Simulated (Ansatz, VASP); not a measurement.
# Zr3PdSe4: VASP beside Ansatz

```xyz
8
Lattice="2.3684 1.3674 7.7218 -2.3684 1.3674 7.7218 0.0000 -2.7348 7.7218" Properties=species:S:1:pos:R:3 pbc="T T T"
Zr    0.0000    0.0000    5.9042
Zr    0.0000    0.0000   17.2612
Zr    0.0000    0.0000   11.5827
Pd    0.0000    0.0000    0.0000
Se    0.0000    0.0000   14.3374
Se    0.0000    0.0000    3.0561
Se    0.0000    0.0000   20.1093
Se    0.0000    0.0000    8.8280
```

Change from the starting cell: species swapped into the Mn3Ni4Sn type (R-3m, No. 166).

Alike in both runs: functional PBE; k mesh 12 × 12 × 12; occupations gaussian, width 0.01 eV; no spin polarisation.

Ansatz relaxed the structure, and its values are those at the end. VASP's run is a single point on that final structure, the one shown.

|  | VASP | Ansatz |
| --- | --- | --- |
| version | VASP 6.6.1 | Ansatz 0.2.0 |
| potentials or method | VASP PAW PBE potentials, release 64 (Zr_sv, Pd, Se), cutoff 520 eV | scalar-relativistic, plane waves, PAW |
| valence electrons in the cell | 70 | 118 |

```csv
,VASP,Ansatz,Ansatz less VASP
gap on the k mesh at the Fermi level (eV),0.09,0.09,+0.001
least direct gap on the mesh (eV),0.32,0.32,0.000
pressure (GPa),0.1,0.0,-0.12
```

With one functional, cell and mesh, what is left measures potentials, basis and numerics. VASP's potentials hold 70 valence electrons a cell and Ansatz's 118, so a difference there can come from the potentials and not from the codes.
